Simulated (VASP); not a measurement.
Write the native input for VASP 6.6.1 that does the following.

* Task: single point
* Functional: LDA
* Potentials or basis: VASP PAW LDA potentials, release 64 (K_sv, Cl)
* Cutoff: 520 eV
* k mesh: 6 × 6 × 4
* Occupations: fermi-dirac, width 0.02 eV
* Spin: no spin polarisation
* Dipole correction: no
* Further INCAR settings: ALGO = Normal; EDIFF = 1e-06; NBANDS = 24

The structure of KCl lies in POSCAR:

```
KCl
1.0
    5.1642913845      0.0000000000      0.0000000000
   -2.5821456923      4.4724075316      0.0000000000
    0.0000000000      0.0000000000      6.0271651105
K Cl
2 2
Direct
    0.3333333333      0.6666666667      0.2500000000
    0.6666666667      0.3333333333      0.7500000000
    0.6666666667      0.3333333333      0.2500000000
    0.3333333333      0.6666666667      0.7500000000
```

One way to write it, as run:

INCAR

```
PREC = Accurate ; ENCUT = 520
EDIFF = 1E-6 ; ISMEAR = -1
SIGMA = 0.02 ; LREAL = False
LASPH = True ; NELM = 60
ALGO = Normal ; ISIF = 2
LWAVE = False ; LCHARG = False
GGA = CA ; NBANDS = 24
```

KPOINTS

```
regular mesh
0
Gamma
  6 6 4
```

Potentials or basis: VASP PAW LDA potentials, release 64 (K_sv, Cl).

The run is started by

```bash
$ cat potpaw_LDA.64/K_sv/POTCAR potpaw_LDA.64/Cl/POTCAR > POTCAR
$ mpirun -np 1 vasp_std > vasp.out
```

Results of the run:

```json
{
 "Pressure": "0.1 GPa",
 "Band gap on the k mesh": "4.60 eV"
}
```

It took 110 s on 1 thread of Intel Xeon 8259CL (shared host), peak memory 0.24 GiB.
